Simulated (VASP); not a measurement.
Wanted: the native input for a VASP 6.6.1 run.

| Property | Result |
| --- | --- |
| Task | single point |
| Functional | r2SCAN |
| Potentials or basis | VASP PAW PBE potentials, release 64 (W_sv, Au) |
| Cutoff | 520 eV |
| k mesh | 8 × 8 × 8 |
| Occupations | fermi-dirac, width 0.05 eV |
| Spin | no spin polarisation |
| Dipole correction | no |
| Further INCAR settings | ALGO = Normal; EDIFF = 1e-07; NBANDS = 20 |

The system is WAu.

```
W Au
1.0
     0.00000    2.87188    2.87188
     2.87188    0.00000    2.87188
     2.87188    2.87188    0.00000
W Au
1 1
Direct
  0.00000 0.00000 0.00000
  0.75000 0.75000 0.75000
```

These files were run (other wordings do the same):

POSCAR

```
WAu
1.0
    0.0000000000      2.8718820025      2.8718820025
    2.8718820025      0.0000000000      2.8718820025
    2.8718820025      2.8718820025      0.0000000000
W Au
1 1
Direct
    0.0000000000      0.0000000000      0.0000000000
    0.7500000000      0.7500000000      0.7500000000
```

INCAR.step1

```
SYSTEM = WAu
PREC = Accurate
ENCUT = 520
ISMEAR = -1
SIGMA = 0.05
LREAL = .FALSE.
LASPH = .TRUE.
NELM = 80
NBANDS = 20
GGA = PE
ALGO = Normal
EDIFF = 1E-4
LWAVE = .TRUE.
LCHARG = .FALSE.
```

INCAR.step2

```
SYSTEM = WAu
PREC = Accurate
ENCUT = 520
EDIFF = 1E-7
ISMEAR = -1
SIGMA = 0.05
LREAL = .FALSE.
LASPH = .TRUE.
NELM = 80
ALGO = Normal
ISIF = 2
LWAVE = .FALSE.
LCHARG = .FALSE.
METAGGA = R2SCAN
LMIXTAU = .TRUE.
NBANDS = 20
ISTART = 1
```

KPOINTS

```
regular mesh
0
G
  8 8 8
  0 0 0
```

Potentials or basis: VASP PAW PBE potentials, release 64 (W_sv, Au).

Command:

```console
$ cat potpaw_PBE.64/W_sv/POTCAR potpaw_PBE.64/Au/POTCAR > POTCAR
$ cp INCAR.step1 INCAR
$ mpirun -np 1 vasp_std > vasp.out
$ cp INCAR.step2 INCAR
$ mpirun -np 1 vasp_std > vasp.out
```

It gave:

* Pressure: 2.5 GPa
* Band gap on the k mesh: zero (an odd number of electrons rules out a gap without spin polarisation)

Caveat: the PAW data sets were made with another functional, which shifts forces and pressure a little; spin-orbit coupling is left out, which moves the levels of the heavy elements.

Wall time 110 s on 1 thread of Intel(R) Xeon(R) Platinum 8488C (Sapphire Rapids), on a shared host, peak memory 0.19 GiB.
